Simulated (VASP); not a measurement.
**CoSi: single point with PBE**

Crystal: CoSi.

```
Co Si
1.0
     2.78133    0.00000    0.00000
     0.00000    2.78133    0.00000
     0.00000    0.00000    2.78133
Co Si
1 1
Direct
  0.00000 0.00000 0.00000
  0.50000 0.50000 0.50000
```

```json
{
  "Program": "VASP 6.6.1",
  "Task": "single point",
  "Functional": "PBE",
  "Potentials or basis": "VASP PAW PBE potentials, release 64 (Co, Si)",
  "Cutoff": "520 eV",
  "k mesh": "14 × 14 × 14",
  "Occupations": "fermi-dirac, width 0.03 eV",
  "Spin": "collinear spin, ferromagnetic start",
  "Starting moments": "[2.0, 0.0] μB"
}
```

```
Pressure                                              : 0.7 GPa
Net moment                                            : 0.60 μB per cell
Site moments                                          : Co +0.59; Si +0.01 μB
Valence electrons inside the program's atomic spheres : Co 8.61; Si 1.57
```

Levels at points of the mesh, in eV from the Fermi level:
Spin up:
```tsv
k point	band 3	band 4	band 5	band 6	band 7	band 8	band 9	band 10	band 11	band 12
(0.00, 0.00, 0.00)	-4.22	-1.65	-1.65	-1.65	2.94	2.94	2.94	7.36	7.36	11.95
(0.50, 0.00, 0.00)	-3.50	-2.89	-2.89	-1.50	-0.85	6.61	7.98	7.98	9.38	9.38
(0.50, 0.50, 0.00)	-5.31	-4.27	-2.44	-2.44	-1.17	1.26	1.60	8.02	13.41	14.47
(0.50, 0.50, 0.50)	-6.02	-1.74	-1.13	-1.13	1.25	1.25	1.25	3.35	3.35	3.35
```
Spin down:
| k point | band 4 | band 5 | band 6 | band 7 | band 8 | band 9 |
| --- | --- | --- | --- | --- | --- | --- |
| (0.00, 0.00, 0.00) | -1.25 | -1.25 | -1.25 | 2.96 | 2.96 | 2.96 |
| (0.50, 0.00, 0.00) | -2.57 | -2.57 | -1.10 | 0.06 | 6.61 | 8.09 |
| (0.50, 0.50, 0.00) | -3.80 | -2.08 | -2.08 | -0.20 | 1.60 | 2.12 |
| (0.50, 0.50, 0.50) | -1.72 | -0.16 | -0.16 | 1.27 | 1.27 | 1.27 |

Run time: 34 s on 1 thread of Intel(R) Xeon(R) Platinum 8559C (Emerald Rapids), with other jobs on the host, peak memory 0.2 GiB.
